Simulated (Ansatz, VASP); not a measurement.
# One calculation of TaN, two programs

File INCAR:

```
SYSTEM = TaN
ALGO = Normal ; EDIFF = 1E-8
ENCUT = 520 ; GGA = PE
ISIF = 2 ; ISMEAR = -1
LASPH = .TRUE. ; LCHARG = .FALSE.
LEFG = .TRUE. ; LREAL = .FALSE.
LWAVE = .FALSE. ; NBANDS = 24
NELM = 60 ; PREC = Accurate
SIGMA = 0.01
```

File KPOINTS:

```
k-points
0
G
  9 9 5
  0 0 0
```

POSCAR

```
TaN
1.0
    3.0601340589      0.0000000000      0.0000000000
   -1.5300670295      2.6501538341      0.0000000000
    0.0000000000      0.0000000000      4.9564120807
Ta N
2 2
Direct
    0.3333333333      0.6666666667      0.0000000000
    0.6666666667      0.3333333333      0.5000000000
    0.3333333333      0.6666666667      0.3850000000
    0.6666666667      0.3333333333      0.8850000000
```

Input for Ansatz:

```yaml
crystal:
  lattice:
    - [3.0601340589, 0.0, 0.0]
    - [-1.5300670295, 2.6501538341, 0.0]
    - [0.0, 0.0, 4.9564120807]
  atoms:
    - { symbol: Ta, position: [0.3333333333, 0.6666666667, 0.0] }
    - { symbol: Ta, position: [0.6666666667, 0.3333333333, 0.5] }
    - { symbol: "N", position: [0.3333333333, 0.6666666667, 0.385] }
    - { symbol: "N", position: [0.6666666667, 0.3333333333, 0.885] }
kpoints:
  mp_grid: { grid: [9, 9, 5] }
scf:
  occupations: { method: fermi_dirac, width: 0.01 }
hamiltonian:
  xc: pbe
  pseudopotentials: { kind: all_electron, datasets: crystal }
output:
  forces: true
  stress: true
  eigenvalues: true
  efg: { contact_densities: true }
```

Change from the starting cell: volume scaled by 1.01, crystal datasets.

Alike in both runs: task electric field gradients; functional PBE; k mesh 9 × 9 × 5; occupations fermi-dirac, width 0.01 eV; no spin polarisation.

|  | VASP | Ansatz |
| --- | --- | --- |
| version | VASP 6.6.1 | Ansatz 0.2.0 |
| potentials or method | VASP PAW PBE potentials, release 64 (Ta_pv, N), cutoff 520 eV | all-electron PAW with datasets made for the crystal, scalar-relativistic |

Ansatz gave:

* pressure (GPa): 128.0
* traceless stress, the component that is largest in VASP (GPa): -15.49
* rms of the force components (eV/Å): 1.314
* size of Vzz on the site where it differs most (V/Å²): 118.8

Problem. Estimate VASP's values.

Solution. Pressure (GPa): 133.1; traceless stress, the component that is largest in VASP (GPa): -16.13; rms of the force components (eV/Å): 1.344; size of Vzz on the site where it differs most (V/Å²): 122.5.

Atom by atom the forces differ by 0.030 eV/Å (rms over components). Both programs put the cell under a high pressure, so it lies far from rest at this level. Ansatz ran all-electron here, and VASP with PAW potentials.

Neither program's run includes spin-orbit coupling. Noted on VASP's run: the cell as given lies far from equilibrium.
